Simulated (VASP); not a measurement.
## H: electric field gradients with PBE

Crystal: H.

```
H
1.0
     3.84013    0.00000    0.00000
    -1.92007    3.32565    0.00000
     0.00000    0.00000    5.04666
H
4
Direct
  0.33333 0.66667 0.17650
  0.66667 0.33333 0.67650
  0.66667 0.33333 0.82350
  0.33333 0.66667 0.32350
```

| Item | Value |
| --- | --- |
| Program | VASP 6.6.1 |
| Task | electric field gradients |
| Functional | PBE |
| Potentials or basis | VASP PAW PBE potentials, release 64 (H) |
| Cutoff | 520 eV |
| k mesh | 9 × 9 × 6 |
| Occupations | fermi-dirac, width 0.02 eV |
| Spin | no spin polarisation |
| Dipole correction | no |
| Further INCAR settings | ALGO = Normal; EDIFF = 1e-08; NBANDS = 10 |

| Quantity | Value |
| --- | --- |
| Pressure | 0.2 GPa |
| Largest force | 0.299 eV/Å |
| Band gap on the k mesh | 9.40 eV, direct |

Forces on the atoms (eV/Å):
```
H    0.000  0.000 -0.299
H    0.000  0.000 -0.299
H    0.000  0.000  0.299
H    0.000  0.000  0.299
```

Stress tensor (GPa, compression positive):
```
-0.11  0.00  0.00
 0.00 -0.11  0.00
 0.00  0.00  0.96
```

Levels at points of the mesh, in eV from the valence-band top:
```csv
k point,band 1,band 2,band 3,band 4,band 5,band 6,band 7
"(0.00, 0.00, 0.00)",-1.40,0.00,9.40,11.98,15.08,16.66,17.26
"(0.00, 0.00, 0.50)",-0.76,-0.76,10.42,10.42,17.20,17.20,18.37
```

Electric field gradients, principal values (V/Å²):
```csv
atom,least,middle,greatest (by size)
1 H,-16.573,-16.574,33.147
2 H,-16.573,-16.574,33.147
3 H,-16.573,-16.574,33.147
4 H,-16.573,-16.574,33.147
```

Run time: 29 s on 1 thread of Intel(R) Xeon(R) 6975P-C (Granite Rapids) (shared host), peak memory 0.17 GiB.

Caveat: without QUAD_EFG the Cq values of the log hold for a quadrupole moment of 1 mb, not for the nuclei. A k mesh can miss the band edges.
